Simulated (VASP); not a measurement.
A run of VASP 6.6.1:

The input POSCAR:

```
BN
1.0
    2.5821260211      0.0000000000      0.0000000000
   -1.2910630105      2.2361867300      0.0000000000
    0.0000000000      0.0000000000      4.2077449317
B N
2 2
Direct
    0.6666666667      0.3333333333      0.9997995909
    0.3333333333      0.6666666667      0.4997995909
    0.6666666667      0.3333333333      0.6252004091
    0.3333333333      0.6666666667      0.1252004091
```

INCAR.step1

```
SYSTEM = BN
  PREC = Accurate
  ENCUT = 1460
  ISMEAR = 0
  SIGMA = 0.05
  LREAL = .False.
  LASPH = .True.
  NELM = 120
  NBANDS = 16
  GGA = PE
  ALGO = Normal
  EDIFF = 1E-5
  LWAVE = .True.
  LCHARG = .False.
  GGA_COMPAT = .False.
```

Contents of INCAR.step2:

```
SYSTEM = BN
  PREC = Accurate
  ENCUT = 1460
  EDIFF = 1E-6
  ISMEAR = 0
  SIGMA = 0.05
  LREAL = .False.
  LASPH = .True.
  NELM = 120
  ALGO = Normal
  ISIF = 2
  LWAVE = .False.
  LCHARG = .True.
  METAGGA = R2SCAN
  LMIXTAU = .True.
  LELF = .True.
  LVHAR = .True.
  NBANDS = 16
  ISTART = 1
  GGA_COMPAT = .False.
```

File KPOINTS:

```
Automatic mesh
0
Gamma
  12 12 6
  0 0 0
```

Potentials or basis: VASP PAW PBE potentials, release 64 (B_h, N_h).

Launch:

```console
$ cat potpaw_PBE.64/B_h/POTCAR potpaw_PBE.64/N_h/POTCAR > POTCAR
$ cp INCAR.step1 INCAR
$ mpirun -np 1 vasp_std > vasp.out
$ cp INCAR.step2 INCAR
$ mpirun -np 1 vasp_std > vasp.out
```

Hardware: 1 thread of AMD EPYC 7R43 64-Core Processor (Zen 3) (shared host).

Task: How long does it take, and how much memory?

Result: Wall time 8.3 min on 1 thread of AMD EPYC 7R43 64-Core Processor (Zen 3), on a shared host, peak memory 0.27 GiB. Counts: k points 76.
